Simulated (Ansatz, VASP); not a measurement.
# One calculation of BAs, two programs

Contents of POSCAR:

```
BAs
1.0
    3.2971474313      0.0000000000      0.0000000000
   -1.6485737157      2.8554134355      0.0000000000
    0.0000000000      0.0000000000      8.5660777964
B As
2 2
Direct
    0.3333333333      0.6666666667      0.2500000000
    0.6666666667      0.3333333333      0.7500000000
    0.6666666667      0.3333333333      0.2500000000
    0.3333333333      0.6666666667      0.7500000000
```

Contents of INCAR.step1:

```
PREC = Accurate
ENCUT = 660
ISMEAR = 0
SIGMA = 0.01
LREAL = F
LASPH = T
NELM = 120
NBANDS = 26
GGA = PE
ALGO = Normal
EDIFF = 1E-5
LWAVE = T
LCHARG = F
GGA_COMPAT = F
```

Contents of INCAR.step2:

```
PREC = Accurate
ENCUT = 660
EDIFF = 1E-6
ISMEAR = 0
SIGMA = 0.01
LREAL = F
LASPH = T
NELM = 120
ALGO = Normal
ISIF = 2
LWAVE = F
LCHARG = F
METAGGA = R2SCAN
LMIXTAU = T
NBANDS = 26
ISTART = 1
GGA_COMPAT = F
```

Contents of KPOINTS:

```
regular mesh
0
Gamma
  9 9 4
```

Input for Ansatz:

```yaml
crystal:
  lattice:
    - [3.2971474313, 0.0, 0.0]
    - [-1.6485737157, 2.8554134355, 0.0]
    - [0.0, 0.0, 8.5660777964]
  atoms:
    - { symbol: B, position: [0.3333333333, 0.6666666667, 0.25] }
    - { symbol: B, position: [0.6666666667, 0.3333333333, 0.75] }
    - { symbol: As, position: [0.6666666667, 0.3333333333, 0.25] }
    - { symbol: As, position: [0.3333333333, 0.6666666667, 0.75] }
kpoints:
  mp_grid: { grid: [9, 9, 4] }
hamiltonian:
  xc: r2scan
scf:
  occupations: { method: fixed }
  n_extra_bands: 5
output:
  forces: true
  stress: true
  eigenvalues: true
```

Alike in both runs: task single point; functional r2SCAN; k mesh 9 × 9 × 4; no spin polarisation.

```csv
,VASP,Ansatz
version,VASP 6.6.1,Ansatz 0.2.0
potentials or method,"VASP PAW PBE potentials, release 64 (B, As_d)","plane waves, PAW"
plane-wave cutoff (eV),660,500
occupations,"gaussian, width 0.01 eV",fixed
valence electrons in the cell,36,36
```

Ansatz gave:

| Property | Result |
| --- | --- |
| gap on the k mesh at the Fermi level (eV) | 0.90 |
| pressure (GPa) | 6.1 |
| traceless stress, the component that is largest in VASP (GPa) | -5.94 |

Q: Which values does VASP return?

A: gap on the k mesh at the Fermi level (eV): 0.92; pressure (GPa): 6.2; traceless stress, the component that is largest in VASP (GPa): -6.10.

VASP's potentials were made for PBE, not for r2SCAN.
